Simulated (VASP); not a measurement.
# BN (P6_3mc) in VASP: further runs

Runs on BN. Level: PBE. Tasks: single point.

Program: VASP 6.6.1. These are calculated values, not measurements. Logs are shortened: lines on timing, memory, paths and dates and some standing lists are left out, and cuts for length are marked.

### 1 The cell of the first run

The structure is hexagonal, space group P6_3mc (No. 186). Conventional cell: a = 2.536 Å, b = 2.536 Å, c = 4.213 Å, α = 90.00°, β = 90.00°, γ = 120.00°. B (site symmetry 3m) has 4 N at 1.56 to 1.58 Å within 2.1 Å. N (site symmetry 3m) has 4 B at 1.56 to 1.58 Å within 2.1 Å.

### 2 Single point, PBE

Input file INCAR:

```
ALGO = Normal
EDIFF = 1E-7
ENCUT = 520
GGA = PE
ISIF = 2
ISMEAR = -1
LASPH = True
LCHARG = False
LREAL = False
LWAVE = False
NBANDS = 16
NELM = 60
PREC = Accurate
SIGMA = 0.05
```

Input file KPOINTS:

```
k-points
0
Gamma
  12 12 6
```

Input file POSCAR:

```
BN
1.0
    2.5360000000      0.0000000000      0.0000000000
   -1.2680000000      2.1962400000      0.0000000000
    0.0000000000      0.0000000000      4.2129966667
B N
2 2
Direct
    0.6666666667      0.3333333333      0.0000000000
    0.3333333333      0.6666666667      0.5000000000
    0.6666666667      0.3333333333      0.3750000000
    0.3333333333      0.6666666667      0.8750000000
```

Potentials or basis: VASP PAW PBE potentials, release 64 (B, N).

Run with:

```
$ cat potpaw_PBE.64/B/POTCAR potpaw_PBE.64/N/POTCAR > POTCAR
$ mpirun -np 1 vasp_std > vasp.out
```

OUTCAR:

```text
EDIFF = 1E-7
   ENCUT = 520
   GGA = PE
   ISIF = 2
   ISMEAR = -1
   LASPH = True
   LREAL = False
   NELM = 60
   PREC = Accurate

 ion  position               nearest neighbor table
   1  0.667  0.333  0.000-   4 1.56   4 1.56   4 1.56   3 1.58
   2  0.333  0.667  0.500-   3 1.56   3 1.56   3 1.56   4 1.58
   3  0.667  0.333  0.375-   2 1.56   2 1.56   2 1.56   1 1.58
   4  0.333  0.667  0.875-   1 1.56   1 1.56   1 1.56   2 1.58

  LATTYP: Found a hexagonal cell.
 ALAT       =     2.5360000000
 C/A-ratio  =     1.6612762881

  Lattice vectors:

 A1 = (   2.5360000000,   0.0000000000,   0.0000000000)
 A2 = (  -1.2680000000,   2.1962400000,   0.0000000000)
 A3 = (   0.0000000000,   0.0000000000,   4.2129966667)

Analysis of symmetry for initial positions (statically):
=====================================================================
 Subroutine PRICEL returns:
 Original cell was already a primitive cell.

 Routine SETGRP: Setting up the symmetry group for a
 hexagonal supercell.

 Subroutine GETGRP returns: Found 12 space group operations
 (whereof  6 operations were pure point group operations)
 out of a pool of 24 trial point group operations.

The static configuration has the point symmetry C_3v.
 The point group associated with its full space group is C_6v.

Analysis of symmetry for dynamics (positions and initial velocities):
=====================================================================
 Subroutine PRICEL returns:
 Original cell was already a primitive cell.

 Routine SETGRP: Setting up the symmetry group for a
 hexagonal supercell.

 Subroutine GETGRP returns: Found 12 space group operations
 (whereof  6 operations were pure point group operations)
 out of a pool of 24 trial point group operations.

The dynamic configuration has the point symmetry C_3v.
 The point group associated with its full space group is C_6v.

 Subroutine INISYM returns: Found 12 space group operations
 (whereof  6 operations are pure point group operations),
 and found     1 'primitive' translations

----------------------------------------------------------------------------------------

                                     Primitive cell

  volume of cell :      23.4650

  direct lattice vectors                    reciprocal lattice vectors
     2.536000000  0.000000000  0.000000000     0.394321767  0.227661822  0.000000000
    -1.268000000  2.196240000  0.000000000     0.000000000  0.455323644  0.000000000
     0.000000000  0.000000000  4.212996667     0.000000000  0.000000000  0.237360738

  length of vectors
     2.536000000  2.535999633  4.212996667     0.455323578  0.455323644  0.237360738

  position of ions in fractional coordinates (direct lattice)
     0.666666667  0.333333333  0.000000000
     0.333333333  0.666666667  0.500000000
     0.666666667  0.333333333  0.375000000
     0.333333333  0.666666667  0.875000000

  ion indices of the primitive-cell ions
   primitive index   ion index
                 1           1
                 2           2
                 3           3
                 4           4

----------------------------------------------------------------------------------------

 KPOINTS: k-points

Automatic generation of k-mesh.
 Grid dimensions read from file:
 generate k-points for:   12   12    6

 Generating k-lattice:

  Cartesian coordinates                     Fractional coordinates (reciprocal lattice)
     0.032860147  0.018971819  0.000000000     0.083333333 -0.000000000  0.000000000
     0.000000000  0.037943637  0.000000000     0.000000000  0.083333333  0.000000000
     0.000000000  0.000000000  0.039560123     0.000000000  0.000000000  0.166666667

  Length of vectors
     0.037943632  0.037943637  0.039560123

  Shift w.r.t. Gamma in fractional coordinates (k-lattice)
     0.000000000  0.000000000  0.000000000

 Subroutine IBZKPT returns following result:
 ===========================================

 Found     76 irreducible k-points:

 Following reciprocal coordinates:
            Coordinates               Weight
  0.000000  0.000000  0.000000      1.000000
  0.083333 -0.000000  0.000000      6.000000
  0.166667  0.000000  0.000000      6.000000
  0.250000  0.000000  0.000000      6.000000
  0.333333  0.000000  0.000000      6.000000
  0.416667  0.000000  0.000000      6.000000
[... 16 lines left out ...]
  0.250000  0.000000  0.166667     12.000000
  0.333333  0.000000  0.166667     12.000000
 [... further k-points ...]
   k-points           NKPTS =     76   k-points in BZ     NKDIM =     76   number of bands    NBANDS=     16
   number of dos      NEDOS =    301   number of ions     NIONS =      4
   total plane-waves  NPLWV =  12800
   dimension x,y,z NGX =    20 NGY =   20 NGZ =   32
   dimension x,y,z NGXF=    40 NGYF=   40 NGZF=   64
   ions per type =               2   2
   NGX,Y,Z   is equivalent  to a cutoff of  13.11, 13.11, 12.63 a.u.
   NGXF,Y,Z  is equivalent  to a cutoff of  26.22, 26.22, 25.25 a.u.
 SYSTEM =  unknown system
   PREC   = accura    normal or accurate (medium, high low for compatibility)
   ISTART =      0    job   : 0-new  1-cont  2-samecut
   ICHARG =      2    charge: 1-file 2-atom 10-const
   ISPIN  =      1    spin polarized calculation?
   LNONCOLLINEAR =      F non collinear calculations
   LSORBIT =      F    spin-orbit coupling
   LASPH  =      T    aspherical Exc in radial PAW
   ENCUT  =  520.0 eV  38.22 Ry    6.18 a.u.   4.72  4.72  7.83*2*pi/ulx,y,z
   NELM   =     60;   NELMIN=  2; NELMDL= -5     # of ELM steps
   EDIFF  = 0.1E-06   stopping-criterion for ELM
   LREAL  =      F    real-space projection
   EDIFFG = 0.1E-05   stopping-criterion for IOM
   NSW    =      0    number of steps for IOM
   IBRION =     -1    ionic relax: 0-MD 1-quasi-New 2-CG
   NFREE  =      0    steps in history (QN), initial steepest desc. (CG)
   ISIF   =      2    stress and relaxation
   ISYM   =      2    0-nonsym 1-usesym 2-fastsym
   POTIM  = 0.5000    time-step for ionic-motion
   TEBEG  =    0.0;   TEEND  =   0.0 temperature during run
   PSTRESS=    0.0 pullay stress
   NELECT =      16.0000    total number of electrons
   NUPDOWN=      -1.0000    fix difference up-down
   EMIN   =  10.00;   EMAX   =-10.00  energy-range for DOS
   EFERMI =   0.00;   METHOD = LEGACY
   ISMEAR =    -1;   SIGMA  =   0.05  broadening in eV -4-tet -1-fermi 0-gaus
   EFERMI_NEDOS =   21; number of points for ismear=-14 and -15
   IALGO  =     38    algorithm
   IMIX   =      4    mixing-type and parameters
     AMIX     =   0.40;   BMIX     =  1.00
     AMIX_MAG =   1.60;   BMIX_MAG =  1.00
  volume/ion in A,a.u.               =       5.87        39.59
  Fermi-wavevector in a.u.,A,eV,Ry     =   1.440925  2.722954 28.249306  2.076265
  Thomas-Fermi vector in A             =   2.559615
   LORBIT       =      0    0 simple, 1 ext, 2 COOP (PROOUT), +10 PAW based schemes
   GGA     = PE    functional components
   LHFCALC =     F    Hartree Fock is set to
   AEXX    =    0.0000 exact exchange contribution
   IVDW    =     0    specifies the selected vdW correction
   LEPSILON=     F    determine dielectric tensor
   LRPA    =     F    only Hartree local field effects (RPA)
 non-spin polarized calculation
  energy-cutoff  :      520.00
  volume of cell :       23.46
 maximum number of plane-waves:       652
 NGX is ok and might be reduce to    20
   NGX =  9   NGY =  9   NGZ = 15

 number of electron      15.9999999 magnetization

 Free energy of the ion-electron system (eV)
  ---------------------------------------------------
  ext. energy  EPLUGINS =         0.00000000
  ---------------------------------------------------
  free energy    TOTEN  =       -34.82193967 eV

  energy without entropy =      -34.82193967  energy(sigma->0) =      -34.82193967

 E-fermi :   8.6229     XC(G=0): -12.8470

 val. band max:        7.6408040189   @ k =   0.0000   0.0000   0.0000
 cond. band min:      12.8345836241   @ k =   0.3333   0.3333   0.0000
 fundamental gap:      5.1937796052
 Fermi energy:         8.6228669887

 k-point     1 :       0.0000    0.0000    0.0000
  band No.  band energies     occupation
      1     -12.8413      2.00000
      2      -8.6926      2.00000
      3      -3.3439      2.00000
      4       5.5387      2.00000
      5       5.5387      2.00000
      6       7.3818      2.00000
[... 8 lines left out ...]
     15      19.6041      0.00000
     16      23.8967      0.00000

 k-point     2 :       0.0833   -0.0000    0.0000
  band No.  band energies     occupation
      1     -12.6887      2.00000
      2      -8.5749      2.00000
      3      -3.1926      2.00000
      4       4.8416      2.00000
      5       5.2527      2.00000
      6       7.0642      2.00000
[... 8 lines left out ...]
     15      20.0503      0.00000
     16      23.6660      0.00000

 k-point     3 :       0.1667    0.0000    0.0000
  band No.  band energies     occupation
      1     -12.2359      2.00000
      2      -8.2377      2.00000
      3      -2.7441      2.00000
      4       3.1639      2.00000
      5       4.5816      2.00000
      6       5.6379      2.00000
[... 8 lines left out ...]
     15      21.2107      0.00000
     16      23.0060      0.00000

 k-point     4 :       0.2500    0.0000    0.0000
  band No.  band energies     occupation
      1     -11.4999      2.00000
      2      -7.7427      2.00000
      3      -2.0197      2.00000
      4       1.1736      2.00000
      5       3.8308      2.00000
      6       3.8541      2.00000
[... 8 lines left out ...]
     15      22.7109      0.00000
     16      23.1506      0.00000
[... 324 lines left out ...]
 k-point    22 :       0.1667    0.0000    0.1667
  band No.  band energies     occupation
      1     -12.0729      2.00000
      2      -8.7656      2.00000
      3      -1.9495      2.00000
      4       3.3071      2.00000
      5       4.7121      2.00000
      6       5.2084      2.00000
[... 8 lines left out ...]
     15      20.8977      0.00000
     16      22.9884      0.00000

 k-point    23 :       0.2500    0.0000    0.1667
  band No.  band energies     occupation
      1     -11.3419      2.00000
      2      -8.2125      2.00000
      3      -1.3680      2.00000
      4       1.3880      2.00000
      5       3.4286      2.00000
      6       3.9687      2.00000
[... 8 lines left out ...]
     15      22.3761      0.00000
     16      23.2218      0.00000

 k-point    24 :       0.3333    0.0000    0.1667
  band No.  band energies     occupation
      1     -10.3742      2.00000
      2      -7.6148      2.00000
      3      -1.2072      2.00000
      4       0.2275      2.00000
      5       1.6290      2.00000
      6       3.3418      2.00000
[... 8 lines left out ...]
     15      23.7760      0.00000
     16      24.0355      0.00000

 [... further k-points ...]

------------------------ aborting loop because EDIFF is reached ----------------------------------------

  FORCE on cell =-STRESS in cart. coord.  units (eV):
  Direction    XX          YY          ZZ          XY          YZ          ZX
  --------------------------------------------------------------------------------------
  -------------------------------------------------------------------------------------
  Total        1.2377416      1.2377411      0.5765652      0.0000000      0.0000000     -0.0000000
  in kB       84.5123919     84.5123593     39.3675930      0.0000000      0.0000000     -0.0000000
  external PRESSURE =      69.4641147 kB  Pullay stress =       0.0000000 kB

 VOLUME and BASIS-vectors are now :
 -----------------------------------------------------------------------------
  energy-cutoff  :      520.00
  volume of cell :       23.46
      direct lattice vectors                 reciprocal lattice vectors
     2.536000000  0.000000000  0.000000000     0.394321767  0.227661822  0.000000000
    -1.268000000  2.196240000  0.000000000     0.000000000  0.455323644  0.000000000
     0.000000000  0.000000000  4.212996667     0.000000000  0.000000000  0.237360738

 POSITION                                       TOTAL-FORCE (eV/Angst)
 -----------------------------------------------------------------------------------
      1.26800      0.73208      0.00000        -0.000000      0.000000      0.058938
     -0.00000      1.46416      2.10650         0.000000     -0.000000      0.058938
      1.26800      0.73208      1.57987         0.000000      0.000000     -0.058938
     -0.00000      1.46416      3.68637        -0.000000     -0.000000     -0.058938
 -----------------------------------------------------------------------------------
    total drift:                               -0.000000     -0.000000     -0.000211

  FREE ENERGIE OF THE ION-ELECTRON SYSTEM (eV)
  ---------------------------------------------------
  free  energy   TOTEN  =       -34.8219396665 eV

  energy  without entropy=      -34.8219396665  energy(sigma->0) =      -34.82193967
```

It took 13 s on 1 thread of AMD EPYC 9R45 (Zen 5), shared host; peak memory 0.11 GiB.

What came out:

```
Free energy            : -34.8219 eV
Pressure               : 6.9 GPa
Largest force          : 0.059 eV/Å
Band gap on the k mesh : 5.19 eV, indirect (least direct gap 8.34 eV)
```

Forces in eV/Å, atoms in the order of the input:
```
B    0.000  0.000  0.059
B    0.000  0.000  0.059
N    0.000  0.000 -0.059
N    0.000  0.000 -0.059
```

### 3 Single point, PBE

This run uses another cell than the first one, of 5.89 Å³/atom, 1.003 times its volume.

Input file INCAR:

```
PREC = Accurate
ENCUT = 520
EDIFF = 1E-6
ISMEAR = -1
SIGMA = 0.05
LREAL = False
LASPH = True
NELM = 80
ALGO = Normal
ISIF = 2
LWAVE = False
LCHARG = False
GGA = PE
NBANDS = 16
```

Input file KPOINTS:

```
regular mesh
0
Gamma
  12 12 6
```

Changes to POSCAR since step 2:

```diff
@@ -4,3 +4,3 @@
    -1.2680000000      2.1962400000      0.0000000000
-    0.0000000000      0.0000000000      4.2129966667
+    0.0000000000      0.0000000000      4.2269933333
 B N
```

Potentials or basis: VASP PAW PBE potentials, release 64 (B, N).

Run with:

```
$ cat potpaw_PBE.64/B/POTCAR potpaw_PBE.64/N/POTCAR > POTCAR
$ mpirun -np 1 vasp_std > vasp.out
```

It took 13 s on 1 thread of AMD EPYC 9R45 (Zen 5), shared host; peak memory 0.11 GiB.

The run converged. Its results:

| Item | Value |
| --- | --- |
| Free energy | -34.8231 eV |
| Pressure | 5.6 GPa |
| Largest force | 0.058 eV/Å |
| Band gap on the k mesh | 5.19 eV, indirect (least direct gap 8.31 eV) |

Forces on the atoms (eV/Å):
```
B    0.000  0.000  0.058
B    0.000  0.000  0.058
N    0.000  0.000 -0.058
N    0.000  0.000 -0.058
```

Stress tensor (GPa, compression positive):
```
8.22 0.00 0.00
0.00 8.22 0.00
0.00 0.00 0.50
```

Levels at points of the mesh, in eV from the valence-band top:
| k point | band 4 | band 5 | band 6 | band 7 | band 8 | band 9 | band 10 | band 11 | band 12 | band 13 |
| --- | --- | --- | --- | --- | --- | --- | --- | --- | --- | --- |
| (0.00, 0.00, 0.00) | -2.07 | -2.07 | -0.27 | 0.00 | 0.00 | 8.37 | 8.47 | 8.47 | 9.74 | 10.94 |
| (0.50, 0.00, 0.00) | -7.89 | -6.90 | -4.96 | -4.40 | -2.16 | 6.81 | 7.94 | 10.72 | 11.57 | 12.75 |
| (0.00, 0.00, 0.50) | -5.78 | -1.14 | -1.14 | -1.14 | -1.14 | 9.64 | 9.64 | 10.01 | 10.01 | 10.01 |
| (0.50, 0.00, 0.50) | -10.05 | -3.77 | -3.77 | -3.60 | -3.60 | 6.59 | 6.59 | 10.03 | 10.03 | 14.35 |

A k mesh can miss the band edges. A hybrid or GW would open this gap; PBE tends to underestimate it.

### 4 Single point, PBE

This run uses another cell than the first one, of 5.91 Å³/atom, 1.007 times its volume.

Input file INCAR:

```
ALGO = Normal
EDIFF = 1E-7
ENCUT = 520
GGA = PE
ISIF = 2
ISMEAR = -1
LASPH = True
LCHARG = False
LREAL = False
LWAVE = False
NBANDS = 16
NELM = 60
PREC = Accurate
SIGMA = 0.05
```

Input file KPOINTS:

```
k-points
0
Gamma
  12 12 6
```

Changes to POSCAR since step 3:

```diff
@@ -4,3 +4,3 @@
    -1.2680000000      2.1962400000      0.0000000000
-    0.0000000000      0.0000000000      4.2269933333
+    0.0000000000      0.0000000000      4.2409900000
 B N
```

Run with:

```
$ cat potpaw_PBE.64/B/POTCAR potpaw_PBE.64/N/POTCAR > POTCAR
$ mpirun -np 1 vasp_std > vasp.out
```

Wall time 13 s (1 thread of AMD EPYC 9R45 (Zen 5), shared host); peak memory 0.11 GiB.

The run converged. Its results:

| Property | Result |
| --- | --- |
| Free energy | -34.8227 eV |
| Pressure | 4.4 GPa |
| Largest force | 0.054 eV/Å |
| Band gap on the k mesh | 5.18 eV, indirect (least direct gap 8.24 eV) |

Forces on the atoms (eV/Å):
```
B    0.000  0.000  0.054
B    0.000  0.000  0.054
N    0.000  0.000 -0.054
N    0.000  0.000 -0.054
```

Stress tensor (GPa, compression positive):
```
 7.99  0.00  0.00
 0.00  7.99  0.00
 0.00  0.00 -2.86
```

Levels at points of the mesh, in eV from the valence-band top:
| k point | band 5 | band 6 | band 7 | band 8 | band 9 | band 10 | band 11 | band 12 |
| --- | --- | --- | --- | --- | --- | --- | --- | --- |
| (0.00, 0.00, 0.00) | -2.04 | -0.28 | 0.00 | 0.00 | 8.24 | 8.49 | 8.49 | 9.76 |
| (0.50, 0.00, 0.00) | -6.88 | -4.92 | -4.37 | -2.16 | 6.83 | 7.91 | 10.72 | 11.54 |
| (0.00, 0.00, 0.50) | -1.13 | -1.13 | -1.13 | -1.13 | 9.65 | 9.65 | 10.01 | 10.01 |
| (0.50, 0.00, 0.50) | -3.75 | -3.75 | -3.61 | -3.61 | 6.56 | 6.56 | 9.99 | 9.99 |

### 5 Summary

```tsv
cell	gap on the mesh (eV)	pressure (GPa)	largest force (eV/Å)
a = 2.536, b = 2.536, c = 4.213 Å, angles 90.0, 90.0, 120.0°, 4 atoms	5.19	6.9	0.06
a = 2.536, b = 2.536, c = 4.227 Å, angles 90.0, 90.0, 120.0°, 4 atoms	5.19	5.6	0.06
a = 2.536, b = 2.536, c = 4.241 Å, angles 90.0, 90.0, 120.0°, 4 atoms	5.18	4.4	0.05
```

Alike in all rows: task single point; level PBE; potentials or basis VASP PAW PBE potentials, release 64 (B, N); no spin polarisation; k mesh 12 × 12 × 6; cutoff (eV) 520; smearing fermi-dirac 0.05 eV.

Absolute energies hang on the potentials; compare differences alone.
